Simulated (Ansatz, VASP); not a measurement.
SnTe: VASP beside Ansatz

Contents of INCAR:

```
SYSTEM = SnTe
  ALGO = Normal
  EDIFF = 1E-6
  ENCUT = 500
  GGA = PE
  GGA_COMPAT = .False.
  ISIF = 2
  ISMEAR = -1
  LASPH = .True.
  LCHARG = .True.
  LELF = .True.
  LREAL = .False.
  LVHAR = .True.
  LWAVE = .False.
  NBANDS = 17
  NELM = 120
  PREC = Accurate
  SIGMA = 0.08
```

Contents of KPOINTS:

```
k-points
0
Gamma
  13 13 13
  0 0 0
```

Contents of POSCAR:

```
SnTe
1.0
    0.0000000000      2.7322438712      2.7322438712
    2.7322438712      0.0000000000      2.7322438712
    2.7322438712      2.7322438712      0.0000000000
Sn Te
1 1
Direct
    0.0000000000      0.0000000000      0.0000000000
    0.5000000000      0.5000000000      0.5000000000
```

Input for Ansatz:

```yaml
crystal:
  lattice:
    - [0.0, 2.7322438712, 2.7322438712]
    - [2.7322438712, 0.0, 2.7322438712]
    - [2.7322438712, 2.7322438712, 0.0]
  atoms:
    - { symbol: Sn, position: [0.0, 0.0, 0.0] }
    - { symbol: Te, position: [0.5, 0.5, 0.5] }
kpoints:
  mp_grid: { grid: [13, 13, 13] }
scf:
  occupations: { method: fermi_dirac, width: 0.08 }
hamiltonian:
  xc: pbe
  pseudopotentials: { kind: paw }
output:
  forces: true
  stress: true
  eigenvalues: true
```

Change from the starting cell: volume scaled by 0.62, to set the pressure.

Alike in both runs: task single point; functional PBE; k mesh 13 × 13 × 13; occupations fermi-dirac, width 0.08 eV; no spin polarisation.

|  | VASP | Ansatz |
| --- | --- | --- |
| version | VASP 6.6.1 | Ansatz 0.2.0 |
| potentials or method | VASP PAW PBE potentials, release 64 (Sn_d, Te) | PAW with Ansatz's default frozen-core files, scalar-relativistic |
| plane-wave cutoff (eV) | 500 | 420 |
| valence electrons in the cell | 20 | 30 |

VASP gave:

| Quantity | Value |
| --- | --- |
| pressure (GPa) | 55.4 |

Estimate Ansatz's values.

pressure (GPa): 55.3.

Both programs put the cell under a high pressure, so it lies far from rest at this level. With one functional, cell and mesh, what is left measures potentials, basis and numerics. VASP's potentials hold 20 valence electrons a cell and Ansatz's 30, so a difference there can come from the potentials and not from the codes.

Spin-orbit coupling is off throughout.
